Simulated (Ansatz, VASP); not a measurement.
## One calculation of Al, two programs

```xyz
3
Lattice="2.8566 -0.0844 -0.1367 -1.3447 2.5191 0.1119 -1.1233 -0.9675 7.0720" Properties=species:S:1:pos:R:3 pbc="T T T"
Al    0.1665    1.5967    2.3615
Al    0.2222   -0.1294    4.6857
Al    0.0000    0.0000    0.0000
```

Alike in both runs: functional PBE; k mesh 18 × 18 × 8; occupations gaussian, width 0.1 eV; no spin polarisation.

Ansatz relaxed the structure, and its values are those at the end. VASP's run is a single point on that final structure, the one shown.

|  | VASP | Ansatz |
| --- | --- | --- |
| version | VASP 6.6.1 | Ansatz 0.2.0 |
| potentials or method | VASP PAW PBE potentials, release 64 (Al), cutoff 520 eV | scalar-relativistic, plane waves, PAW |
| valence electrons in the cell | 9 | 9 |

```csv
,VASP,Ansatz,Ansatz less VASP
gap on the k mesh at the Fermi level (eV),none,none,-
pressure (GPa),0.0,0.0,+0.03
```

A gap of «none» marks a metal or a gap that the smearing closes.
